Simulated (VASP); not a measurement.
A run of VASP 6.6.1 is set up as follows.

INCAR

```
SYSTEM = Sb
PREC = Accurate ; ENCUT = 400
EDIFF = 1E-6 ; ISMEAR = 0
SIGMA = 0.04 ; LREAL = .FALSE.
LASPH = .TRUE. ; NELM = 120
ALGO = Normal ; ISIF = 2
LWAVE = .FALSE. ; LCHARG = .FALSE.
LDIPOL = .TRUE. ; IDIPOL = 3
DIPOL = 0.5 0.5 0.649 ; GGA = PS
IVDW = 12 ; NBANDS = 24
GGA_COMPAT = .FALSE. ; NELMDL = -8
```

Contents of KPOINTS:

```
regular mesh
0
G
  6 6 1
  0 0 0
```

POSCAR

```
Sb
1.0
    6.8084448866      0.0000000000      0.0000000000
   -3.4042224433      5.8962862320      0.0000000000
    0.0000000000      0.0000000000     23.3300000000
Sb
6
Direct
    0.5000000000      0.3333330000      0.6135539164
    0.1508533386      0.6476925333      0.6134519695
    0.8124732353      0.9808965928      0.6129490872
    0.1572070386     -0.0084885854      0.6820891061
    0.8215772455      0.3159159808      0.6862179283
    0.4841159316      0.6540055082      0.6868676498
```

Potentials or basis: VASP PAW PBE potentials, release 64 (Sb).

Command:

```bash
$ cat potpaw_PBE.64/Sb/POTCAR > POTCAR
$ mpirun -np 1 vasp_std > vasp.out
```

Task: Predict the largest force.

Result: 0.193 eV/Å.

Task: Predict the band gap on the k mesh.

Result: 0.77 eV.

Task: Predict the dispersion energy per atom.

Result: -0.209 eV.

Forces on the atoms (eV/Å):
```
Sb  -0.069 -0.113 -0.141
Sb   0.089  0.010 -0.131
Sb  -0.022  0.094 -0.120
Sb  -0.005 -0.026  0.171
Sb  -0.018  0.022  0.115
Sb   0.025  0.013  0.105
```

Caveat: the PAW data sets were made with another functional, which shifts forces and pressure a little; spin-orbit coupling is left out, which moves the levels of the heavy elements.
